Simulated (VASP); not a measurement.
# AlN (Fm-3m) in VASP: notebook, part 2 of 2

VASP 6.6.1.

## 5. Relaxation of the atoms, PBE

This run uses another cell than the first one, of 7.74 Å³/atom, 1.042 times its volume.

Contents of INCAR:

```
SYSTEM = AlN
ALGO = Normal ; EDIFF = 1E-7
EDIFFG = -0.02 ; ENCUT = 520
GGA = PE ; IBRION = 2
ISIF = 2 ; ISMEAR = -1
LASPH = .True. ; LCHARG = .False.
LREAL = .False. ; LWAVE = .False.
NELM = 100 ; NSW = 80
PREC = Accurate ; SIGMA = 0.02
```

Contents of KPOINTS:

```
k-points
0
Gamma
  13 13 13
  0 0 0
```

Contents of POSCAR:

```
AlN
1.0
    0.0000000000      1.9780000000      1.9780000000
    1.9780000000      0.0000000000      1.9780000000
    1.9780000000      1.9780000000      0.0000000000
Al N
1 1
Direct
    0.0000000000      0.0000000000      0.0000000000
    0.5000000000      0.5000000000      0.5000000000
```

Potentials or basis: VASP PAW PBE potentials, release 64 (Al, N).

The run is started by

```console
$ cat potpaw_PBE.64/Al/POTCAR potpaw_PBE.64/N/POTCAR > POTCAR
$ mpirun -np 1 vasp_std > vasp.out
```

OUTCAR:

```text
SYSTEM = AlN
   EDIFF = 1E-7
   EDIFFG = -0.02
   ENCUT = 520
   GGA = PE
   IBRION = 2
   ISIF = 2
   ISMEAR = -1
   LASPH = .True.
   LREAL = .False.
   NELM = 100
   NSW = 80
   PREC = Accurate

 ion  position               nearest neighbor table
   1  0.000  0.000  0.000-   2 1.98   2 1.98   2 1.98   2 1.98   2 1.98   2 1.98
   2  0.500  0.500  0.500-   1 1.98   1 1.98   1 1.98   1 1.98   1 1.98   1 1.98

  LATTYP: Found a face centered cubic cell.
 ALAT       =     3.9560000000

  Lattice vectors:

 A1 = (   0.0000000000,   1.9780000000,   1.9780000000)
 A2 = (   1.9780000000,   0.0000000000,   1.9780000000)
 A3 = (   1.9780000000,   1.9780000000,   0.0000000000)

Analysis of symmetry for initial positions (statically):
=====================================================================
 Subroutine PRICEL returns:
 Original cell was already a primitive cell.

 Routine SETGRP: Setting up the symmetry group for a
 face centered cubic supercell.

 Subroutine GETGRP returns: Found 48 space group operations
 (whereof 48 operations were pure point group operations)
 out of a pool of 48 trial point group operations.

The static configuration has the point symmetry O_h .

Analysis of symmetry for dynamics (positions and initial velocities):
=====================================================================
 Subroutine PRICEL returns:
 Original cell was already a primitive cell.

 Routine SETGRP: Setting up the symmetry group for a
 face centered cubic supercell.

 Subroutine GETGRP returns: Found 48 space group operations
 (whereof 48 operations were pure point group operations)
 out of a pool of 48 trial point group operations.

The dynamic configuration has the point symmetry O_h .

 Subroutine INISYM returns: Found 48 space group operations
 (whereof 48 operations are pure point group operations),
 and found     1 'primitive' translations

----------------------------------------------------------------------------------------

                                     Primitive cell

  volume of cell :      15.4778

  direct lattice vectors                    reciprocal lattice vectors
     0.000000000  1.978000000  1.978000000    -0.252780586  0.252780586  0.252780586
     1.978000000  0.000000000  1.978000000     0.252780586 -0.252780586  0.252780586
     1.978000000  1.978000000  0.000000000     0.252780586  0.252780586 -0.252780586

  length of vectors
     2.797314426  2.797314426  2.797314426     0.437828819  0.437828819  0.437828819

  position of ions in fractional coordinates (direct lattice)
     0.000000000  0.000000000  0.000000000
     0.500000000  0.500000000  0.500000000

  ion indices of the primitive-cell ions
   primitive index   ion index
                 1           1
                 2           2

----------------------------------------------------------------------------------------

 KPOINTS: k-points

Automatic generation of k-mesh.
 Grid dimensions read from file:
 generate k-points for:   13   13   13

 Generating k-lattice:

  Cartesian coordinates                     Fractional coordinates (reciprocal lattice)
    -0.019444660  0.019444660  0.019444660     0.076923077  0.000000000  0.000000000
     0.019444660 -0.019444660  0.019444660     0.000000000  0.076923077  0.000000000
     0.019444660  0.019444660 -0.019444660     0.000000000  0.000000000  0.076923077

  Length of vectors
     0.033679140  0.033679140  0.033679140

  Shift w.r.t. Gamma in fractional coordinates (k-lattice)
     0.000000000  0.000000000  0.000000000

 Subroutine IBZKPT returns following result:
 ===========================================

 Found     84 irreducible k-points:

 Following reciprocal coordinates:
            Coordinates               Weight
  0.000000  0.000000  0.000000      1.000000
  0.076923  0.000000  0.000000      8.000000
  0.153846  0.000000  0.000000      8.000000
  0.230769  0.000000  0.000000      8.000000
  0.307692  0.000000  0.000000      8.000000
  0.384615  0.000000  0.000000      8.000000
[... 16 lines left out ...]
  0.384615  0.153846  0.000000     24.000000
  0.461538  0.153846  0.000000     24.000000
 [... further k-points ...]
   k-points           NKPTS =     84   k-points in BZ     NKDIM =     84   number of bands    NBANDS=      8
   number of dos      NEDOS =    301   number of ions     NIONS =      2
   total plane-waves  NPLWV =  13824
   dimension x,y,z NGX =    24 NGY =   24 NGZ =   24
   dimension x,y,z NGXF=    48 NGYF=   48 NGZF=   48
   ions per type =               1   1
   NGX,Y,Z   is equivalent  to a cutoff of  14.26, 14.26, 14.26 a.u.
   NGXF,Y,Z  is equivalent  to a cutoff of  28.53, 28.53, 28.53 a.u.
 SYSTEM =  AlN
   PREC   = accura    normal or accurate (medium, high low for compatibility)
   ISTART =      0    job   : 0-new  1-cont  2-samecut
   ICHARG =      2    charge: 1-file 2-atom 10-const
   ISPIN  =      1    spin polarized calculation?
   LNONCOLLINEAR =      F non collinear calculations
   LSORBIT =      F    spin-orbit coupling
   LASPH  =      T    aspherical Exc in radial PAW
   ENCUT  =  520.0 eV  38.22 Ry    6.18 a.u.   5.20  5.20  5.20*2*pi/ulx,y,z
   NELM   =    100;   NELMIN=  2; NELMDL= -5     # of ELM steps
   EDIFF  = 0.1E-06   stopping-criterion for ELM
   LREAL  =      F    real-space projection
   EDIFFG = -.2E-01   stopping-criterion for IOM
   NSW    =     80    number of steps for IOM
   IBRION =      2    ionic relax: 0-MD 1-quasi-New 2-CG
   NFREE  =      1    steps in history (QN), initial steepest desc. (CG)
   ISIF   =      2    stress and relaxation
   ISYM   =      2    0-nonsym 1-usesym 2-fastsym
   POTIM  = 0.5000    time-step for ionic-motion
   TEBEG  =    0.0;   TEEND  =   0.0 temperature during run
   PSTRESS=    0.0 pullay stress
   NELECT =       8.0000    total number of electrons
   NUPDOWN=      -1.0000    fix difference up-down
   EMIN   =  10.00;   EMAX   =-10.00  energy-range for DOS
   EFERMI =   0.00;   METHOD = LEGACY
   ISMEAR =    -1;   SIGMA  =   0.02  broadening in eV -4-tet -1-fermi 0-gaus
   EFERMI_NEDOS =   21; number of points for ismear=-14 and -15
   IALGO  =     38    algorithm
   IMIX   =      4    mixing-type and parameters
     AMIX     =   0.40;   BMIX     =  1.00
     AMIX_MAG =   1.60;   BMIX_MAG =  1.00
  volume/ion in A,a.u.               =       7.74        52.22
  Fermi-wavevector in a.u.,A,eV,Ry     =   1.313818  2.482756 23.485258  1.726118
  Thomas-Fermi vector in A             =   2.444114
   LORBIT       =      0    0 simple, 1 ext, 2 COOP (PROOUT), +10 PAW based schemes
   GGA     = PE    functional components
   LHFCALC =     F    Hartree Fock is set to
   AEXX    =    0.0000 exact exchange contribution
   IVDW    =     0    specifies the selected vdW correction
   LEPSILON=     F    determine dielectric tensor
   LRPA    =     F    only Hartree local field effects (RPA)
 conjugate gradient relaxation of ions
 non-spin polarized calculation
  energy-cutoff  :      520.00
  volume of cell :       15.48
 maximum number of plane-waves:       431
 NGX is ok and might be reduce to    24
   NGX = 11   NGY = 11   NGZ = 11

 number of electron       8.0000000 magnetization

 Free energy of the ion-electron system (eV)
  ---------------------------------------------------
  ext. energy  EPLUGINS =         0.00000000
  ---------------------------------------------------
  free energy    TOTEN  =       -14.44470639 eV

  energy without entropy =      -14.44470639  energy(sigma->0) =      -14.44470639

 E-fermi :  11.2726     XC(G=0): -12.5954

 val. band max:       10.8357034197   @ k =   0.0000   0.0000   0.0000
 cond. band min:      16.0761528112   @ k =   0.4615   0.4615   0.0000
 fundamental gap:      5.2404493915
 Fermi energy:        11.2725962297

 k-point     1 :       0.0000    0.0000    0.0000
  band No.  band energies     occupation
      1      -7.3266      2.00000
      2      10.8357      2.00000
      3      10.8357      2.00000
      4      10.8357      2.00000
      5      17.4916      0.00000
      6      23.2124      0.00000
      7      23.2124      0.00000
      8      23.2124      0.00000
[... 243 lines left out ...]
 k-point    24 :       0.4615    0.1538    0.0000
  band No.  band energies     occupation
      1      -3.9553      2.00000
      2       3.2477      2.00000
      3       8.2660      2.00000
      4       9.1401      2.00000
      5      18.5329      0.00000
      6      21.0111      0.00000
      7      23.5929      0.00000
      8      23.8970      0.00000

 [... further k-points ...]

------------------------ aborting loop because EDIFF is reached ----------------------------------------

  FORCE on cell =-STRESS in cart. coord.  units (eV):
  Direction    XX          YY          ZZ          XY          YZ          ZX
  --------------------------------------------------------------------------------------
  -------------------------------------------------------------------------------------
  Total        2.4370455      2.4370455      2.4370455     -0.0000000      0.0000000      0.0000000
  in kB      252.2698587    252.2698587    252.2698587     -0.0000000      0.0000000      0.0000000
  external PRESSURE =     252.2698587 kB  Pullay stress =       0.0000000 kB

 VOLUME and BASIS-vectors are now :
 -----------------------------------------------------------------------------
  energy-cutoff  :      520.00
  volume of cell :       15.48
      direct lattice vectors                 reciprocal lattice vectors
     0.000000000  1.978000000  1.978000000    -0.252780586  0.252780586  0.252780586
     1.978000000  0.000000000  1.978000000     0.252780586 -0.252780586  0.252780586
     1.978000000  1.978000000  0.000000000     0.252780586  0.252780586 -0.252780586

 POSITION                                       TOTAL-FORCE (eV/Angst)
 -----------------------------------------------------------------------------------
      0.00000      0.00000      0.00000         0.000000      0.000000      0.000000
      1.97800      1.97800      1.97800        -0.000000     -0.000000     -0.000000
 -----------------------------------------------------------------------------------
    total drift:                               -0.000000     -0.000000      0.000000

  FREE ENERGIE OF THE ION-ELECTRON SYSTEM (eV)
  ---------------------------------------------------
  free  energy   TOTEN  =       -14.4447063936 eV

  energy  without entropy=      -14.4447063936  energy(sigma->0) =      -14.44470639

 reached required accuracy - stopping structural energy minimisation
```

Wall time 7 s (1 thread of AMD EPYC 9R45 (Zen 5), shared host); peak memory 0.11 GiB.

Results:

| Property | Result |
| --- | --- |
| Free energy | -14.4447 eV |
| Pressure after relaxing | 25.2 GPa |
| Band gap on the k mesh | 5.24 eV, indirect (least direct gap 6.66 eV) |

Final structure:
```
CELL_PARAMETERS angstrom
0.00000 1.97800 1.97800
1.97800 0.00000 1.97800
1.97800 1.97800 0.00000
ATOMIC_POSITIONS crystal
Al 0.00000 0.00000 0.00000
N 0.50000 0.50000 0.50000
```

Levels at points of the mesh, in eV from the valence-band top:
| k point | band 1 | band 2 | band 3 | band 4 | band 5 | band 6 | band 7 | band 8 |
| --- | --- | --- | --- | --- | --- | --- | --- | --- |
| (0.00, 0.00, 0.00) | -18.16 | 0.00 | 0.00 | 0.00 | 6.66 | 12.38 | 12.38 | 12.38 |

Caveat: the relaxation stopped at its first step, so nothing moved. A k mesh can miss the band edges.

## 6. The runs side by side

```csv
task,cell,gap on the mesh (eV),pressure (GPa)
single point,"a = 2.760 Å, angles 60.0°, 2 atoms",5.16,40.6
single point,"a = 2.797 Å, angles 60.0°, 2 atoms",5.24,25.2
relaxation of the atoms,"atoms relaxed from a = 2.760 Å, angles 60.0°, 2 atoms",5.16,40.6
relaxation of the atoms,"atoms relaxed from a = 2.797 Å, angles 60.0°, 2 atoms",5.24,25.2
```

Alike in all rows: level PBE; potentials or basis VASP PAW PBE potentials, release 64 (Al, N); no spin polarisation; k mesh 13 × 13 × 13; cutoff (eV) 520; smearing fermi-dirac 0.02 eV.

Caveats: the relaxation stopped at its first step, so nothing moved (some runs).

Total energies depend on the potentials used, so only differences within one code and one set of settings carry meaning.
